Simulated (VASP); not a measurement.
Wanted: the native input for a VASP 6.6.1 run.

```
Task                   : single point
Functional             : r2SCAN
Potentials or basis    : VASP PAW PBE potentials, release 64 (Sn_d, O)
Cutoff                 : 520 eV
k mesh                 : 9 × 9 × 7
Occupations            : fermi-dirac, width 0.01 eV
Spin                   : no spin polarisation
Dipole correction      : no
Further INCAR settings : ALGO = Normal; EDIFF = 1e-06; NBANDS = 28
```

Crystal: SnO.

```
CELL_PARAMETERS angstrom
3.81370 0.00000 0.00000
0.00000 3.81370 0.00000
0.00000 0.00000 4.88691
ATOMIC_POSITIONS crystal
Sn 0.00000 0.50000 0.23403
Sn 0.50000 0.00000 0.76597
O 0.50000 0.50000 0.00000
O 0.00000 0.00000 0.00000
```

One way to write it, as run:

POSCAR

```
SnO
1.0
    3.8136952200      0.0000000000      0.0000000000
    0.0000000000      3.8136952200      0.0000000000
    0.0000000000      0.0000000000      4.8869133000
Sn O
2 2
Direct
    0.0000000000      0.5000000000      0.2340253843
    0.5000000000      0.0000000000      0.7659746157
    0.5000000000      0.5000000000      0.0000000000
    0.0000000000      0.0000000000      0.0000000000
```

INCAR.step1

```
  ALGO = Normal
  EDIFF = 1E-4
  ENCUT = 520
  GGA = PE
  ISMEAR = -1
  LASPH = True
  LCHARG = False
  LREAL = False
  LWAVE = True
  NBANDS = 28
  NELM = 60
  PREC = Accurate
  SIGMA = 0.01
```

INCAR.step2

```
  ALGO = Normal
  EDIFF = 1E-6
  ENCUT = 520
  ISIF = 2
  ISMEAR = -1
  ISTART = 1
  LASPH = True
  LCHARG = True
  LELF = True
  LMIXTAU = True
  LREAL = False
  LVHAR = True
  LWAVE = False
  METAGGA = R2SCAN
  NBANDS = 28
  NELM = 60
  PREC = Accurate
  SIGMA = 0.01
```

KPOINTS

```
k-points
0
Gamma
  9 9 7
```

Potentials or basis: VASP PAW PBE potentials, release 64 (Sn_d, O).

The run is started by

```console
$ cat potpaw_PBE.64/Sn_d/POTCAR potpaw_PBE.64/O/POTCAR > POTCAR
$ cp INCAR.step1 INCAR
$ mpirun -np 1 vasp_std > vasp.out
$ cp INCAR.step2 INCAR
$ mpirun -np 1 vasp_std > vasp.out
```

It gave:

| Quantity | Value |
| --- | --- |
| Pressure | 0.5 GPa |
| Largest force | 0.148 eV/Å |
| Band gap on the k mesh | 0.47 eV (least direct gap 2.32 eV) |

Caveat: semilocal functionals underestimate gaps, and a narrow one can read as zero; the PAW data sets were made with another functional, which shifts forces and pressure a little; spin-orbit coupling is left out, which moves the levels of the heavy elements.

It took 2.5 min on 1 thread of Intel(R) Xeon(R) 6975P-C (Granite Rapids), with other jobs on the host, peak memory 0.24 GiB.
